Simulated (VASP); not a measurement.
# MgI2 (P6_3/mmc) in VASP: a series of runs

MgI2 is run at these levels: PBEsol; tasks: single point, relaxation of cell and atoms.

Everything below comes from runs of VASP 6.6.1. Logs are shortened: lines on timing, memory, paths and dates and some standing lists are left out, and cuts for length are marked.

## 1. The cell of the first run

The structure is hexagonal, space group P6_3/mmc (No. 194). Conventional cell: a = 4.033 Å, b = 4.033 Å, c = 14.692 Å, α = 90.00°, β = 90.00°, γ = 120.00°. Within 3.9 Å of Mg (site symmetry -6m2) lie 6 I at 2.97 Å. I (site symmetry 3m) has 3 Mg at 2.97 Å and 1 I at 3.67 Å within 3.9 Å.

## 2. Single point, PBEsol

File INCAR:

```
SYSTEM = MgI2
PREC = Accurate
ENCUT = 520
EDIFF = 1E-7
ISMEAR = -1
SIGMA = 0.03
LREAL = .False.
LASPH = .True.
NELM = 80
ALGO = Normal
ISIF = 2
LWAVE = .False.
LCHARG = .True.
GGA = PS
LELF = .True.
LVHAR = .True.
NBANDS = 25
```

File KPOINTS:

```
Automatic mesh
0
Gamma
  6 6 2
  0 0 0
```

File POSCAR:

```
MgI2
1.0
    4.0328270414      0.0000000000      0.0000000000
   -2.0164135207      3.4925306669      0.0000000000
    0.0000000000      0.0000000000     14.6923381093
Mg I
2 4
Direct
    0.3333333333      0.6666666667      0.2500000000
    0.6666666667      0.3333333333      0.7500000000
    0.6666666667      0.3333333333      0.3750009471
    0.6666666667      0.3333333333      0.1249990529
    0.3333333333      0.6666666667      0.8750009471
    0.3333333333      0.6666666667      0.6249990529
```

Potentials or basis: VASP PAW PBE potentials, release 64 (Mg, I).

On the command line:

```console
> cat potpaw_PBE.64/Mg/POTCAR potpaw_PBE.64/I/POTCAR > POTCAR
> mpirun -np 1 vasp_std > vasp.out
```

OUTCAR:

```text
SYSTEM = MgI2
   PREC = Accurate
   ENCUT = 520
   EDIFF = 1E-7
   ISMEAR = -1
   LREAL = .False.
   LASPH = .True.
   NELM = 80
   ISIF = 2
   GGA = PS

 ion  position               nearest neighbor table
   1  0.333  0.667  0.250-   3 2.97   4 2.97   3 2.97   4 2.97   3 2.97   4 2.97
   2  0.667  0.333  0.750-   5 2.97   6 2.97   5 2.97   6 2.97   5 2.97   6 2.97
   3  0.667  0.333  0.375-   1 2.97   1 2.97   1 2.97
   4  0.667  0.333  0.125-   1 2.97   1 2.97   1 2.97
   5  0.333  0.667  0.875-   2 2.97   2 2.97   2 2.97
   6  0.333  0.667  0.625-   2 2.97   2 2.97   2 2.97

  LATTYP: Found a hexagonal cell.
 ALAT       =     4.0328270414
 C/A-ratio  =     3.6431857748

  Lattice vectors:

 A1 = (   4.0328270414,   0.0000000000,   0.0000000000)
 A2 = (  -2.0164135207,   3.4925306669,   0.0000000000)
 A3 = (   0.0000000000,   0.0000000000,  14.6923381093)

Analysis of symmetry for initial positions (statically):
=====================================================================
 Subroutine PRICEL returns:
 Original cell was already a primitive cell.

 Routine SETGRP: Setting up the symmetry group for a
 hexagonal supercell.

 Subroutine GETGRP returns: Found 24 space group operations
 (whereof 12 operations were pure point group operations)
 out of a pool of 24 trial point group operations.

The static configuration has the point symmetry D_3d.
 The point group associated with its full space group is D_6h.

Analysis of symmetry for dynamics (positions and initial velocities):
=====================================================================
 Subroutine PRICEL returns:
 Original cell was already a primitive cell.

 Routine SETGRP: Setting up the symmetry group for a
 hexagonal supercell.

 Subroutine GETGRP returns: Found 24 space group operations
 (whereof 12 operations were pure point group operations)
 out of a pool of 24 trial point group operations.

The dynamic configuration has the point symmetry D_3d.
 The point group associated with its full space group is D_6h.

 Subroutine INISYM returns: Found 24 space group operations
 (whereof 12 operations are pure point group operations),
 and found     1 'primitive' translations

----------------------------------------------------------------------------------------

                                     Primitive cell

  volume of cell :     206.9382

  direct lattice vectors                    reciprocal lattice vectors
     4.032827041  0.000000000  0.000000000     0.247965011  0.143162666  0.000000000
    -2.016413521  3.492530667  0.000000000     0.000000000  0.286325331  0.000000000
     0.000000000  0.000000000 14.692338109     0.000000000  0.000000000  0.068062686

  length of vectors
     4.032827041  4.032827041 14.692338109     0.286325331  0.286325331  0.068062686

  position of ions in fractional coordinates (direct lattice)
     0.333333333  0.666666667  0.250000000
     0.666666667  0.333333333  0.750000000
     0.666666667  0.333333333  0.375000947
     0.666666667  0.333333333  0.124999053
     0.333333333  0.666666667  0.875000947
     0.333333333  0.666666667  0.624999053

  ion indices of the primitive-cell ions
   primitive index   ion index
                 1           1
                 2           2
                 3           3
                 4           4
                 5           5
                 6           6

----------------------------------------------------------------------------------------

 KPOINTS: Automatic mesh

Automatic generation of k-mesh.
 Grid dimensions read from file:
 generate k-points for:    6    6    2

 Generating k-lattice:

  Cartesian coordinates                     Fractional coordinates (reciprocal lattice)
     0.041327502  0.023860444  0.000000000     0.166666667  0.000000000  0.000000000
     0.000000000  0.047720889  0.000000000     0.000000000  0.166666667  0.000000000
     0.000000000  0.000000000  0.034031343     0.000000000  0.000000000  0.500000000

  Length of vectors
     0.047720889  0.047720889  0.034031343

  Shift w.r.t. Gamma in fractional coordinates (k-lattice)
     0.000000000  0.000000000  0.000000000

 Subroutine IBZKPT returns following result:
 ===========================================

 Found     14 irreducible k-points:

 Following reciprocal coordinates:
            Coordinates               Weight
  0.000000  0.000000  0.000000      1.000000
  0.166667  0.000000  0.000000      6.000000
  0.333333  0.000000  0.000000      6.000000
  0.500000  0.000000  0.000000      3.000000
  0.166667  0.166667  0.000000      6.000000
  0.333333  0.166667  0.000000     12.000000
  0.333333  0.333333  0.000000      2.000000
  0.000000  0.000000  0.500000      1.000000
  0.166667  0.000000  0.500000      6.000000
  0.333333  0.000000  0.500000      6.000000
  0.500000  0.000000  0.500000      3.000000
  0.166667  0.166667  0.500000      6.000000
  0.333333  0.166667  0.500000     12.000000
  0.333333  0.333333  0.500000      2.000000
   k-points           NKPTS =     14   k-points in BZ     NKDIM =     14   number of bands    NBANDS=     25
   number of dos      NEDOS =    301   number of ions     NIONS =      6
   total plane-waves  NPLWV = 100800
   dimension x,y,z NGX =    30 NGY =   30 NGZ =  112
   dimension x,y,z NGXF=    60 NGYF=   60 NGZF=  224
   ions per type =               2   4
   NGX,Y,Z   is equivalent  to a cutoff of  12.37, 12.37, 12.67 a.u.
   NGXF,Y,Z  is equivalent  to a cutoff of  24.73, 24.73, 25.35 a.u.
 SYSTEM =  MgI2
   PREC   = accura    normal or accurate (medium, high low for compatibility)
   ISTART =      0    job   : 0-new  1-cont  2-samecut
   ICHARG =      2    charge: 1-file 2-atom 10-const
   ISPIN  =      1    spin polarized calculation?
   LNONCOLLINEAR =      F non collinear calculations
   LSORBIT =      F    spin-orbit coupling
   LASPH  =      T    aspherical Exc in radial PAW
   ENCUT  =  520.0 eV  38.22 Ry    6.18 a.u.   7.50  7.50 27.32*2*pi/ulx,y,z
   NELM   =     80;   NELMIN=  2; NELMDL= -5     # of ELM steps
   EDIFF  = 0.1E-06   stopping-criterion for ELM
   LREAL  =      F    real-space projection
   EDIFFG = 0.1E-05   stopping-criterion for IOM
   NSW    =      0    number of steps for IOM
   IBRION =     -1    ionic relax: 0-MD 1-quasi-New 2-CG
   NFREE  =      0    steps in history (QN), initial steepest desc. (CG)
   ISIF   =      2    stress and relaxation
   ISYM   =      2    0-nonsym 1-usesym 2-fastsym
   POTIM  = 0.5000    time-step for ionic-motion
   TEBEG  =    0.0;   TEEND  =   0.0 temperature during run
   PSTRESS=    0.0 pullay stress
   NELECT =      32.0000    total number of electrons
   NUPDOWN=      -1.0000    fix difference up-down
   EMIN   =  10.00;   EMAX   =-10.00  energy-range for DOS
   EFERMI =   0.00;   METHOD = LEGACY
   ISMEAR =    -1;   SIGMA  =   0.03  broadening in eV -4-tet -1-fermi 0-gaus
   EFERMI_NEDOS =   21; number of points for ismear=-14 and -15
   IALGO  =     38    algorithm
   IMIX   =      4    mixing-type and parameters
     AMIX     =   0.40;   BMIX     =  1.00
     AMIX_MAG =   1.60;   BMIX_MAG =  1.00
  volume/ion in A,a.u.               =      34.49       232.75
  Fermi-wavevector in a.u.,A,eV,Ry     =   0.878708  1.660517 10.505436  0.772128
  Thomas-Fermi vector in A             =   1.998831
   LORBIT       =      0    0 simple, 1 ext, 2 COOP (PROOUT), +10 PAW based schemes
   GGA     = PS    functional components
   LHFCALC =     F    Hartree Fock is set to
   AEXX    =    0.0000 exact exchange contribution
   IVDW    =     0    specifies the selected vdW correction
   LEPSILON=     F    determine dielectric tensor
   LRPA    =     F    only Hartree local field effects (RPA)
 non-spin polarized calculation
  energy-cutoff  :      520.00
  volume of cell :      206.94
 maximum number of plane-waves:      5610
 NGX is ok and might be reduce to    30
   NGX = 15   NGY = 15   NGZ = 55

 number of electron      31.9999994 magnetization

 Free energy of the ion-electron system (eV)
  ---------------------------------------------------
  ext. energy  EPLUGINS =         0.00000000
  ---------------------------------------------------
  free energy    TOTEN  =       -15.90701820 eV

  energy without entropy =      -15.90701820  energy(sigma->0) =      -15.90701820

 E-fermi :   3.2283     XC(G=0):  -8.3404

 val. band max:        2.5698509811   @ k =   0.0000   0.0000   0.0000
 cond. band min:       5.1001428220   @ k =   0.5000   0.0000   0.0000
 fundamental gap:      2.5302918409
 Fermi energy:         3.2282715419

 k-point     1 :       0.0000    0.0000    0.0000
  band No.  band energies     occupation
      1      -9.9073      2.00000
      2      -9.7785      2.00000
      3      -9.4395      2.00000
      4      -9.2730      2.00000
      5      -1.6373      2.00000
      6      -0.9262      2.00000
[... 17 lines left out ...]
     24       9.0795      0.00000
     25       9.0796      0.00000

 k-point     2 :       0.1667    0.0000    0.0000
  band No.  band energies     occupation
      1      -9.7613      2.00000
      2      -9.6426      2.00000
      3      -9.3069      2.00000
      4      -9.1548      2.00000
      5      -1.4178      2.00000
      6      -0.8336      2.00000
[... 17 lines left out ...]
     24       9.4226      0.00000
     25       9.4592      0.00000

 k-point     3 :       0.3333    0.0000    0.0000
  band No.  band energies     occupation
      1      -9.4297      2.00000
      2      -9.3451      2.00000
      3      -9.0076      2.00000
      4      -8.9018      2.00000
      5      -1.1195      2.00000
      6      -0.9750      2.00000
[... 272 lines left out ...]
 k-point    13 :       0.3333    0.1667    0.5000
  band No.  band energies     occupation
      1      -9.2144      2.00000
      2      -9.2144      2.00000
      3      -8.8013      2.00000
      4      -8.8013      2.00000
      5      -1.2331      2.00000
      6      -1.2331      2.00000
[... 17 lines left out ...]
     24       9.1223      0.00000
     25       9.4281      0.00000

 k-point    14 :       0.3333    0.3333    0.5000
  band No.  band energies     occupation
      1      -9.1217      2.00000
      2      -9.1217      2.00000
      3      -8.7247      2.00000
      4      -8.7247      2.00000
      5      -0.9437      2.00000
      6      -0.9437      2.00000
[... 17 lines left out ...]
     24       9.9476      0.00000
     25      10.5210      0.00000

------------------------ aborting loop because EDIFF is reached ----------------------------------------

  FORCE on cell =-STRESS in cart. coord.  units (eV):
  Direction    XX          YY          ZZ          XY          YZ          ZX
  --------------------------------------------------------------------------------------
  -------------------------------------------------------------------------------------
  Total       -0.0449240     -0.0449240     -0.0039553      0.0000000      0.0000000      0.0000000
  in kB       -0.3478152     -0.3478152     -0.0306229      0.0000000      0.0000000      0.0000000
  external PRESSURE =      -0.2420844 kB  Pullay stress =       0.0000000 kB

 VOLUME and BASIS-vectors are now :
 -----------------------------------------------------------------------------
  energy-cutoff  :      520.00
  volume of cell :      206.94
      direct lattice vectors                 reciprocal lattice vectors
     4.032827041  0.000000000  0.000000000     0.247965011  0.143162666  0.000000000
    -2.016413521  3.492530667  0.000000000     0.000000000  0.286325331  0.000000000
     0.000000000  0.000000000 14.692338109     0.000000000  0.000000000  0.068062686

 POSITION                                       TOTAL-FORCE (eV/Angst)
 -----------------------------------------------------------------------------------
     -0.00000      2.32835      3.67308        -0.000000      0.000000      0.000000
      2.01641      1.16418     11.01925         0.000000     -0.000000      0.000000
      2.01641      1.16418      5.50964        -0.000000      0.000000     -0.003679
      2.01641      1.16418      1.83653        -0.000000      0.000000      0.003679
     -0.00000      2.32835     12.85581         0.000000     -0.000000     -0.003679
     -0.00000      2.32835      9.18270        -0.000000      0.000000      0.003679
 -----------------------------------------------------------------------------------
    total drift:                               -0.000000      0.000000     -0.000000

  FREE ENERGIE OF THE ION-ELECTRON SYSTEM (eV)
  ---------------------------------------------------
  free  energy   TOTEN  =       -15.9070182004 eV

  energy  without entropy=      -15.9070182004  energy(sigma->0) =      -15.90701820
```

It took 1.9 min on 1 thread of Oxide Virtual Turin-like, shared host; peak memory 0.29 GiB.

Results:

| Quantity | Value |
| --- | --- |
| Free energy | -15.9070 eV |
| Pressure | 0.0 GPa |
| Largest force | 0.004 eV/Å |
| Band gap on the k mesh | 2.53 eV, indirect (least direct gap 2.69 eV) |

Forces on the atoms (eV/Å):
```
Mg   0.000  0.000  0.000
Mg   0.000  0.000  0.000
I    0.000  0.000 -0.004
I    0.000  0.000  0.004
I    0.000  0.000 -0.004
I    0.000  0.000  0.004
```

Caveat: the PAW data sets were made with another functional, which shifts forces and pressure a little; spin-orbit coupling is left out, which moves the levels of the heavy elements; this functional lacks dispersion, which binds the layers, so the pressure and a relaxed spacing across them are unreliable. A k mesh can miss the band edges.

## 3. Relaxation of cell and atoms, PBEsol

This run uses another cell than the first one, of 25.20 Å³/atom, 0.731 times its volume.

File INCAR:

```
  PREC = Accurate
  ENCUT = 600
  EDIFF = 1E-6
  ISMEAR = -1
  SIGMA = 0.03
  LREAL = F
  LASPH = T
  NELM = 100
  ALGO = Normal
  ISIF = 3
  LWAVE = F
  LCHARG = F
  GGA = PS
  IBRION = 2
  NSW = 100
  EDIFFG = -0.01
```

File KPOINTS:

```
regular mesh
0
Gamma
  6 6 2
```

File POSCAR:

```
MgI2
1.0
    3.6398136500      0.0000000000      0.0000000000
   -1.8199068250      3.1521710859      0.0000000000
    0.0000000000      0.0000000000     13.1806676000
Mg I
2 4
Direct
    0.3333333333      0.6666666667      0.2500000000
    0.6666666667      0.3333333333      0.7500000000
    0.6666666667      0.3333333333      0.3848123596
    0.6666666667      0.3333333333      0.1151876404
    0.3333333333      0.6666666667      0.8848123596
    0.3333333333      0.6666666667      0.6151876404
```

Potentials or basis: VASP PAW PBE potentials, release 64 (Mg, I).

On the command line:

```console
> cat potpaw_PBE.64/Mg/POTCAR potpaw_PBE.64/I/POTCAR > POTCAR
> mpirun -np 1 vasp_std > vasp.out
```

It took 13 min on 1 thread of Oxide Virtual Turin-like, shared host; peak memory 0.3 GiB.

The run converged. Its results:

```
Free energy                            : -15.9052 eV
Relaxed volume                         : 34.65 Å³/atom
Relaxed cell                           : a = 4.032 Å, b = 4.032 Å, c = 14.769 Å, α = 90.00°, β = 90.00°, γ = 120.00°
Space group after relaxing (to 0.05 Å) : P6_3/mmc (No. 194)
Energy gained by relaxing              : 274.9 meV/atom
Ionic steps                            : 13
Pressure after relaxing                : 0.0 GPa
Largest force after relaxing           : 0.003 eV/Å
Band gap on the k mesh                 : 2.54 eV, indirect (least direct gap 2.69 eV)
```

Forces in eV/Å, atoms in the order of the input:
```
Mg   0.000  0.000  0.000
Mg   0.000  0.000  0.000
I    0.000  0.000  0.003
I    0.000  0.000 -0.003
I    0.000  0.000  0.003
I    0.000  0.000 -0.003
```

Step by step:
| step | energy change (eV) | largest force (eV/Å) | pressure (GPa) | volume (Å³) |
| --- | --- | --- | --- | --- |
| 1 | 0.0000 | 0.7240 | 14.21 | 151.23 |
| 2 | -1.3582 | 0.8985 | -2.11 | 205.58 |
| 3 | -1.4699 | 0.6243 | 0.23 | 190.27 |
| 4 | -1.4702 | 0.6451 | 0.05 | 191.24 |
| 5 | -1.5728 | 0.3510 | 0.11 | 193.66 |
| 6 | -1.5868 | 0.1705 | 0.20 | 194.94 |
| 7 | -1.6009 | 0.1488 | 0.09 | 196.46 |
| 8 | -1.6289 | 0.0969 | -0.17 | 201.06 |
| 9 | -1.6426 | 0.0304 | -0.46 | 210.33 |
| 10 | -1.6361 | 0.1359 | 0.78 | 204.36 |
| 11 | -1.6490 | 0.0369 | 0.02 | 207.84 |
| 12 | -1.6487 | 0.0398 | -0.07 | 207.99 |
| 13 | -1.6494 | 0.0032 | -0.02 | 207.91 |

Final structure:
```
Mg I
1.0
     4.03179    0.00000    0.00000
    -2.01589    3.49163    0.00000
     0.00000    0.00000   14.76872
Mg I
2 4
Direct
  0.33333 0.66667 0.25000
  0.66667 0.33333 0.75000
  0.66667 0.33333 0.37434
  0.66667 0.33333 0.12566
  0.33333 0.66667 0.87434
  0.33333 0.66667 0.62566
```

Levels at points of the mesh, in eV from the valence-band top:
```tsv
k point	band 13	band 14	band 15	band 16	band 17	band 18	band 19	band 20
(0.00, 0.00, 0.00)	-0.09	-0.09	0.00	0.00	2.69	3.48	5.12	5.40
(0.50, 0.00, 0.00)	-0.89	-0.81	-0.71	-0.38	2.54	3.10	3.43	3.64
(0.00, 0.00, 0.50)	-0.04	-0.04	-0.04	-0.04	3.13	3.13	5.16	5.16
(0.50, 0.00, 0.50)	-0.79	-0.79	-0.62	-0.62	2.85	2.85	3.54	3.54
```

Caveat: the volume moved by over 15 % at a fixed basis, so the end points are rough; the PAW data sets were made with another functional, which shifts forces and pressure a little; spin-orbit coupling is left out, which moves the levels of the heavy elements; this functional lacks dispersion, which binds the layers, so the pressure and a relaxed spacing across them are unreliable. A k mesh can miss the band edges.
